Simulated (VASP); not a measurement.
Runs of VASP 6.6.1 on Cr. The structure is that of space group P6/mmm (No. 191), or close to it. The cells are those of the table. This isn't the form of Cr at room conditions, which is bcc.

```tsv
cell	k mesh	gap on the mesh (eV)	pressure (GPa)
a = 4.290, b = 4.290, c = 2.306 Å, angles 90.0, 90.0, 120.0°, 3 atoms	10 × 10 × 15	none	0.0
a = 4.402, b = 4.402, c = 2.366 Å, angles 90.0, 90.0, 120.0°, 3 atoms	10 × 10 × 15	none	-14.0
a = 4.111, b = 4.111, c = 2.210 Å, angles 90.0, 90.0, 120.0°, 3 atoms	10 × 10 × 15	none	36.1
a = 4.232, b = 4.232, c = 2.275 Å, angles 90.0, 90.0, 120.0°, 3 atoms	10 × 10 × 15	none	(a)
a = 4.456, b = 4.456, c = 2.395 Å, angles 90.0, 90.0, 120.0°, 3 atoms	10 × 10 × 15	none	-19.0
a = 4.173, b = 4.173, c = 2.243 Å, angles 90.0, 90.0, 120.0°, 3 atoms	10 × 10 × 15	none	(b)
a = 4.290, b = 4.290, c = 2.306 Å, angles 90.0, 90.0, 120.0°, 3 atoms	9 × 9 × 13	none	-0.1
a = 4.290, b = 4.290, c = 2.306 Å, angles 90.0, 90.0, 120.0°, 3 atoms	11 × 11 × 18	none	0.0
```

Alike in all rows: task single point; level BLYP; potentials or basis VASP PAW PBE potentials, release 64 (Cr_pv); no spin polarisation; cutoff (eV) 520; smearing fermi-dirac 0.1 eV.

Q: Fill in the values left out.

A: (a) 9.6; (b) 21.4.

Caveats: the PAW data sets were made with another functional, which shifts forces and pressure a little; the run has no spin polarisation, though such a crystal can be magnetic; the cell stands under pressure (at least some runs); the cell stands under tension (at least some runs).

A gap of «none» marks levels without a gap at the run's occupations.
